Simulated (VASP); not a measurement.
# PbF2 (Fm-3m) in VASP: notebook, part 2 of 2

VASP 6.6.1. Earlier steps stand in the parts before.

### Step 3. Single point, PBE

This run uses another cell than the first one, of 17.35 Å³/atom.

File INCAR:

```
PREC = Accurate ; ENCUT = 600
EDIFF = 1E-6 ; ISMEAR = 0
SIGMA = 0.011 ; LREAL = False
LASPH = True ; NELM = 120
ALGO = Normal ; ISIF = 2
LWAVE = False ; LCHARG = True
GGA = PE ; LELF = True
LVHAR = True ; NBANDS = 21
GGA_COMPAT = False
```

File KPOINTS:

```
Automatic mesh
0
Gamma
  8 8 8
```

File POSCAR:

```
PbF2
1.0
    0.0000000000      2.9636600000      2.9636600000
    2.9636600000      0.0000000000      2.9636600000
    2.9636600000      2.9636600000      0.0000000000
Pb F
1 2
Direct
    0.0000000000      0.0000000000      0.0000000000
    0.7500000000      0.7500000000      0.7500000000
    0.2500000000      0.2500000000      0.2500000000
```

Potentials or basis: VASP PAW PBE potentials, release 64 (Pb_d, F).

Launch:

```console
cat potpaw_PBE.64/Pb_d/POTCAR potpaw_PBE.64/F/POTCAR > POTCAR
mpirun -np 1 vasp_std > vasp.out
```

OUTCAR:

```text
PREC = Accurate
   ENCUT = 600
   EDIFF = 1E-6
   ISMEAR = 0
   LREAL = False
   LASPH = True
   NELM = 120
   ISIF = 2
   GGA = PE

 ion  position               nearest neighbor table
   1  0.000  0.000  0.000-   2 2.57   2 2.57   2 2.57   3 2.57   3 2.57   3 2.57   3 2.57   2 2.57

   2  0.750  0.750  0.750-   1 2.57   1 2.57   1 2.57   1 2.57
   3  0.250  0.250  0.250-   1 2.57   1 2.57   1 2.57   1 2.57

  LATTYP: Found a face centered cubic cell.
 ALAT       =     5.9273200000

  Lattice vectors:

 A1 = (   0.0000000000,   2.9636600000,   2.9636600000)
 A2 = (   2.9636600000,   0.0000000000,   2.9636600000)
 A3 = (   2.9636600000,   2.9636600000,   0.0000000000)

Analysis of symmetry for initial positions (statically):
=====================================================================
 Subroutine PRICEL returns:
 Original cell was already a primitive cell.

 Routine SETGRP: Setting up the symmetry group for a
 face centered cubic supercell.

 Subroutine GETGRP returns: Found 48 space group operations
 (whereof 48 operations were pure point group operations)
 out of a pool of 48 trial point group operations.

The static configuration has the point symmetry O_h .

Analysis of symmetry for dynamics (positions and initial velocities):
=====================================================================
 Subroutine PRICEL returns:
 Original cell was already a primitive cell.

 Routine SETGRP: Setting up the symmetry group for a
 face centered cubic supercell.

 Subroutine GETGRP returns: Found 48 space group operations
 (whereof 48 operations were pure point group operations)
 out of a pool of 48 trial point group operations.

The dynamic configuration has the point symmetry O_h .

 Subroutine INISYM returns: Found 48 space group operations
[... 114 lines left out ...]
   ISMEAR =     0;   SIGMA  =   0.01  broadening in eV -4-tet -1-fermi 0-gaus
   EFERMI_NEDOS =   21; number of points for ismear=-14 and -15
   IALGO  =     38    algorithm
   IMIX   =      4    mixing-type and parameters
     AMIX     =   0.40;   BMIX     =  1.00
     AMIX_MAG =   1.60;   BMIX_MAG =  1.00
  volume/ion in A,a.u.               =      17.35       117.11
  Fermi-wavevector in a.u.,A,eV,Ry     =   1.331340  2.515869 24.115883  1.772467
  Thomas-Fermi vector in A             =   2.460359
   LORBIT       =      0    0 simple, 1 ext, 2 COOP (PROOUT), +10 PAW based schemes
   GGA     = PE    functional components
   LHFCALC =     F    Hartree Fock is set to
   AEXX    =    0.0000 exact exchange contribution
   IVDW    =     0    specifies the selected vdW correction
   LEPSILON=     F    determine dielectric tensor
   LRPA    =     F    only Hartree local field effects (RPA)
 non-spin polarized calculation
 Gauss-broadening in eV      SIGMA  =   0.01
  energy-cutoff  :      600.00
  volume of cell :       52.06
 maximum number of plane-waves:      1807
 NGX is ok and might be reduce to    36
   NGX = 17   NGY = 17   NGZ = 17

 number of electron      28.0000008 magnetization

 Free energy of the ion-electron system (eV)
  ---------------------------------------------------
  ext. energy  EPLUGINS =         0.00000000
  ---------------------------------------------------
  free energy    TOTEN  =       -14.33741144 eV

  energy without entropy =      -14.33741144  energy(sigma->0) =      -14.33741144

 E-fermi :   1.9670     XC(G=0):  -9.4061

 val. band max:        1.8876741404   @ k =  -0.2500   0.5000   0.2500
 cond. band min:       6.3047725569   @ k =   0.5000   0.5000   0.0000
 fundamental gap:      4.4170984165
 Fermi energy:         1.9670387315

 k-point     1 :       0.0000    0.0000    0.0000
  band No.  band energies     occupation
      1     -19.2100      2.00000
      2     -18.5908      2.00000
      3     -12.5487      2.00000
      4     -12.5487      2.00000
      5     -12.5487      2.00000
      6     -12.4922      2.00000
[... 565 lines left out ...]
     20      17.9781      0.00000
     21      18.4398      0.00000

 [... further k-points ...]

------------------------ aborting loop because EDIFF is reached ----------------------------------------

  FORCE on cell =-STRESS in cart. coord.  units (eV):
  Direction    XX          YY          ZZ          XY          YZ          ZX
  --------------------------------------------------------------------------------------
  -------------------------------------------------------------------------------------
  Total        0.7913342      0.7913342      0.7913342      0.0000000      0.0000000     -0.0000000
  in kB       24.3531644     24.3531644     24.3531644      0.0000000      0.0000000     -0.0000000
  external PRESSURE =      24.3531644 kB  Pullay stress =       0.0000000 kB

 VOLUME and BASIS-vectors are now :
 -----------------------------------------------------------------------------
  energy-cutoff  :      600.00
  volume of cell :       52.06
      direct lattice vectors                 reciprocal lattice vectors
     0.000000000  2.963660000  2.963660000    -0.168710311  0.168710311  0.168710311
     2.963660000  0.000000000  2.963660000     0.168710311 -0.168710311  0.168710311
     2.963660000  2.963660000  0.000000000     0.168710311  0.168710311 -0.168710311

 POSITION                                       TOTAL-FORCE (eV/Angst)
 -----------------------------------------------------------------------------------
      0.00000      0.00000      0.00000         0.000000      0.000000      0.000000
      4.44549      4.44549      4.44549         0.000000      0.000000      0.000000
      1.48183      1.48183      1.48183        -0.000000     -0.000000     -0.000000
 -----------------------------------------------------------------------------------
    total drift:                                0.000000      0.000000      0.000000

  FREE ENERGIE OF THE ION-ELECTRON SYSTEM (eV)
  ---------------------------------------------------
  free  energy   TOTEN  =       -14.3374114402 eV

  energy  without entropy=      -14.3374114402  energy(sigma->0) =      -14.33741144
```

OSZICAR:

```text
N       E                     dE             d eps       ncg     rms          rms(c)
DAV:   1     0.317457372853E+03    0.31746E+03   -0.15894E+04  1236   0.169E+03
DAV:   2     0.139751233003E+02   -0.30348E+03   -0.28446E+03  1303   0.451E+02
DAV:   3    -0.153825328155E+02   -0.29358E+02   -0.28993E+02  1456   0.147E+02
DAV:   4    -0.162416756796E+02   -0.85914E+00   -0.85855E+00  1386   0.260E+01
DAV:   5    -0.162695314159E+02   -0.27856E-01   -0.27854E-01  1597   0.492E+00    0.800E+00
DAV:   6    -0.143446195237E+02    0.19249E+01   -0.87259E+00  1622   0.233E+01    0.267E+00
DAV:   7    -0.143424701402E+02    0.21494E-02   -0.45364E-01  1273   0.410E+00    0.157E+00
DAV:   8    -0.143396375584E+02    0.28326E-02   -0.10347E-01  1278   0.357E+00    0.548E-01
DAV:   9    -0.143362529719E+02    0.33846E-02   -0.19584E-02  1631   0.106E+00    0.104E-01
DAV:  10    -0.143374166443E+02   -0.11637E-02   -0.15494E-03  1258   0.337E-01    0.335E-02
DAV:  11    -0.143374018072E+02    0.14837E-04   -0.12412E-04  1399   0.956E-02    0.954E-03
DAV:  12    -0.143374128458E+02   -0.11039E-04   -0.26841E-05  1309   0.411E-02    0.893E-03
DAV:  13    -0.143374114010E+02    0.14449E-05   -0.87941E-06  1575   0.279E-02    0.869E-04
DAV:  14    -0.143374114402E+02   -0.39189E-07   -0.45846E-07   859   0.536E-03
   1 F= -.14337411E+02 E0= -.14337411E+02  d E =-.179556E-26
```

stdout:

```text
POSCAR found type information on POSCAR PbF
 POSCAR found :  2 types and       3 ions
 scaLAPACK will be used
 LDA part: xc-table for (Slater+PW92), standard interpolation
 POSCAR, INCAR and KPOINTS ok, starting setup
 FFT: planning ... GRIDC
 FFT: planning ... GRID_SOFT
 FFT: planning ... GRID
 WAVECAR not read
 entering main loop
```

It took 19 s on 1 thread of Intel Xeon 6975P-C (Granite Rapids), shared host; peak memory 0.21 GiB.

Results:

- Free energy: -14.3374 eV
- Pressure: 2.4 GPa
- Band gap on the k mesh: 4.42 eV (least direct gap 4.56 eV)

Caveat: spin-orbit coupling is left out, which moves the levels of the heavy elements. As with any semilocal functional, this PBE gap is likely too small.
